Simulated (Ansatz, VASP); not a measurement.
**InSb: VASP beside Ansatz**

INCAR

```
PREC = Accurate
ENCUT = 520
EDIFF = 1E-6
ISMEAR = -1
SIGMA = 0.03
LREAL = False
LASPH = True
NELM = 80
ALGO = Normal
ISIF = 2
LWAVE = False
LCHARG = False
NBANDS = 16
```

The input KPOINTS:

```
regular mesh
0
Gamma
  10 10 10
```

POSCAR

```
InSb
1.0
    0.0000000000      3.2173604188      3.2173604188
    3.2173604188      0.0000000000      3.2173604188
    3.2173604188      3.2173604188      0.0000000000
In Sb
1 1
Direct
    0.0000000000      0.0000000000      0.0000000000
    0.7500000000      0.7500000000      0.7500000000
```

Input for Ansatz:

```yaml
crystal:
  lattice:
    - [0.0, 3.2173604188, 3.2173604188]
    - [3.2173604188, 0.0, 3.2173604188]
    - [3.2173604188, 3.2173604188, 0.0]
  atoms:
    - { symbol: In, position: [0.0, 0.0, 0.0] }
    - { symbol: Sb, position: [0.75, 0.75, 0.75] }
kpoints:
  mp_grid: { grid: [10, 10, 10] }
  band_path:
    path:
      - [0.0, 0.0, 0.0]
      - [-0.5, -0.5, 0.0]
      - [-0.375, -0.375, 0.25]
      - [-0.375, 0.0, 0.375]
      - [0.0, 0.0, 0.0]
      - [0.0, 0.0, 0.5]
      - [-0.5, -0.25, 0.25]
      - [-0.5, -0.5, 0.0]
    npoints: 5
scf:
  occupations: { method: fermi_dirac, width: 0.03 }
hamiltonian:
  xc: lda
  pseudopotentials: { kind: all_electron, lapw: { basis_error: 0.00025 } }
output:
  forces: true
  stress: true
  eigenvalues: true
```

Change from the starting cell: volume scaled by 0.98.

Alike in both runs: task single point; functional LDA; k mesh 10 × 10 × 10; occupations fermi-dirac, width 0.03 eV; no spin polarisation.

|  | VASP | Ansatz |
| --- | --- | --- |
| version | VASP 6.6.1 | Ansatz 0.2.0 |
| potentials or method | VASP PAW LDA potentials, release 64 (In_d, Sb), cutoff 520 eV | all-electron LAPW, scalar-relativistic |

```csv
,VASP,Ansatz,Ansatz less VASP
pressure (GPa),0.4,0.3,-0.08
```

LDA's correlation is that of Perdew and Zunger in VASP and of Perdew and Wang (1992) in Ansatz. Ansatz ran all-electron here, and VASP with PAW potentials.

Spin-orbit coupling is off throughout.
